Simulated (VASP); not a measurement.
A run of VASP 6.6.1:

INCAR

```
PREC = Accurate
ENCUT = 520
EDIFF = 1E-6
ISMEAR = 0
SIGMA = 0.02
LREAL = F
LASPH = T
NELM = 60
ALGO = Normal
ISIF = 2
LWAVE = F
LCHARG = T
GGA = PS
LELF = T
LVHAR = T
NBANDS = 35
```

The input KPOINTS:

```
regular mesh
0
Gamma
  6 6 8
```

The input POSCAR:

```
SnO2
1.0
    4.7175841909      0.0000000000      0.0000000000
    0.0000000000      4.7175841909      0.0000000000
    0.0000000000      0.0000000000      3.3087677173
Sn O
2 4
Direct
    0.5000000000      0.5000000000      0.5000000000
    0.0000000000      0.0000000000      0.0000000000
    0.1927864422      0.8072135578      0.5000000000
    0.8072135578      0.1927864422      0.5000000000
    0.3072135578      0.3072135578      0.0000000000
    0.6927864422      0.6927864422      0.0000000000
```

Potentials or basis: VASP PAW PBE potentials, release 64 (Sn_d, O).

Run with:

```sh
$ cat potpaw_PBE.64/Sn_d/POTCAR potpaw_PBE.64/O/POTCAR > POTCAR
$ mpirun -np 1 vasp_std > vasp.out
```

Hardware: 1 thread of Intel(R) Xeon(R) 6975P-C (Granite Rapids), on a shared host.

**Question.** How long does it take, and how much memory?

**Answer.** It took 120 s on 1 thread of Intel(R) Xeon(R) 6975P-C (Granite Rapids) (shared host), peak memory 0.24 GiB. Counts: scf iterations 14, k points 50.
